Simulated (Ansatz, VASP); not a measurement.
SnP4 in VASP and in Ansatz

The input INCAR:

```
SYSTEM = SnP4
ALGO = Normal
EDIFF = 1E-6
EDIFFG = -0.01
ENCUT = 600
GGA = PE
IBRION = 2
ISIF = 3
ISMEAR = 0
LASPH = .True.
LCHARG = .False.
LREAL = .False.
LWAVE = .False.
NELM = 100
NSW = 100
PREC = Accurate
SIGMA = 0.1
```

KPOINTS

```
k-points
0
Gamma
  12 12 4
  0 0 0
```

Contents of POSCAR:

```
SnP4
1.0
    3.2917897707      0.0000000000      0.0000000000
   -1.6458948853      2.8507735653      0.0000000000
    0.0000000000      0.0000000000     11.9223258561
Sn P
1 4
Direct
    0.0000000000      0.0000000000      0.0000000000
    0.3333333333      0.6666666667      0.2239954945
    0.6666666667      0.3333333333      0.3283972913
    0.6666666667      0.3333333333      0.7760045055
    0.3333333333      0.6666666667      0.6716027087
```

Input for Ansatz:

```yaml
crystal:
  lattice:
    - [3.2917897707, 0.0, 0.0]
    - [-1.6458948853, 2.8507735653, 0.0]
    - [0.0, 0.0, 11.9223258561]
  atoms:
    - { symbol: Sn, position: [0.0, 0.0, 0.0] }
    - { symbol: P, position: [0.3333333333, 0.6666666667, 0.2239954945] }
    - { symbol: P, position: [0.6666666667, 0.3333333333, 0.3283972913] }
    - { symbol: P, position: [0.6666666667, 0.3333333333, 0.7760045055] }
    - { symbol: P, position: [0.3333333333, 0.6666666667, 0.6716027087] }
basis:
  ecutwfc: 420
kpoints:
  mp_grid: { grid: [12, 12, 4] }
hamiltonian:
  xc: pbe
scf:
  occupations: { method: gaussian, width: 0.1 }
output:
  forces: true
  stress: true
  eigenvalues: true
  write_density: true
  write_potential: true
  elf: true
  volumetric_format: npy
relax:
  adjacent_minimum: "off"
  f_tol: 0.01
  max_steps: 80
  cell: { stress_tol: 0.05 }
```

Alike in both runs: task relaxation of cell and atoms; functional PBE; k mesh 12 × 12 × 4; occupations gaussian, width 0.1 eV; no spin polarisation.

|  | VASP | Ansatz |
| --- | --- | --- |
| version | VASP 6.6.1 | Ansatz 0.2.0 |
| potentials or method | VASP PAW PBE potentials, release 64 (Sn_d, P), cutoff 600 eV | scalar-relativistic, plane waves, PAW |
| valence electrons in the cell | 34 | 34 |

Ansatz gave:

- gap on the k mesh at the Fermi level, each at its own relaxed structure (eV): none
- relaxed volume (Å³/atom): 22.38
- relaxed length of the cell vector where the two differ most in proportion (Å): 3.292

Question: Estimate VASP's values.

Answer: gap on the k mesh at the Fermi level, each at its own relaxed structure (eV): none; relaxed volume (Å³/atom): 22.33; relaxed length of the cell vector where the two differ most in proportion (Å): 3.289.

A gap of «none» marks a metal or a gap that the smearing closes.
